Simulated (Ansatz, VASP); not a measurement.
**One calculation of AlGa3N4, two programs**

```
CELL_PARAMETERS angstrom
0.00000 -4.46763 0.00000
0.00000 0.00000 -4.46763
8.93526 -0.74475 -0.74475
ATOMIC_POSITIONS crystal
Al 0.86435 0.86435 0.81375
Al 0.94770 0.94770 0.31375
Ga 0.48937 0.98937 0.06375
Ga 0.40602 0.90602 0.56375
Ga 0.98937 0.48937 0.06375
Ga 0.90602 0.40602 0.56375
Ga 0.36435 0.36435 0.81375
Ga 0.44770 0.44770 0.31375
N 0.21309 0.72315 0.19127
N 0.12974 0.63980 0.69127
N 0.72315 0.21309 0.19127
N 0.63980 0.12974 0.69127
N 0.08890 0.08890 0.93623
N 0.17225 0.17225 0.43623
N 0.59896 0.59896 0.93623
N 0.68231 0.68231 0.43623
```

Alike in both runs: task single point; functional PBEsol; k mesh 6 × 6 × 3; occupations gaussian, width 0.05 eV; no spin polarisation.

|  | VASP | Ansatz |
| --- | --- | --- |
| version | VASP 6.6.1 | Ansatz 0.2.0 |
| potentials or method | VASP PAW PBE potentials, release 64 (Al, Ga_d, N), cutoff 520 eV | scalar-relativistic, plane waves, PAW |
| valence electrons in the cell | 124 | 124 |

```csv
,VASP,Ansatz,Ansatz less VASP
gap on the k mesh at the Fermi level (eV),0.87,0.86,-0.008
least direct gap on the mesh (eV),1.02,1.01,-0.008
pressure (GPa),-1.8,-1.7,+0.10
"traceless stress, the component that is largest in VASP (GPa)",6.97,6.93,-0.033
rms of the force components (eV/Å),0.790,0.794,+0.0044
```

VASP's potentials were made for PBE, not for PBEsol. Atom by atom the forces differ by 0.009 eV/Å (rms over components). The functional is the same, so the differences come from potentials, cutoffs and numerics.
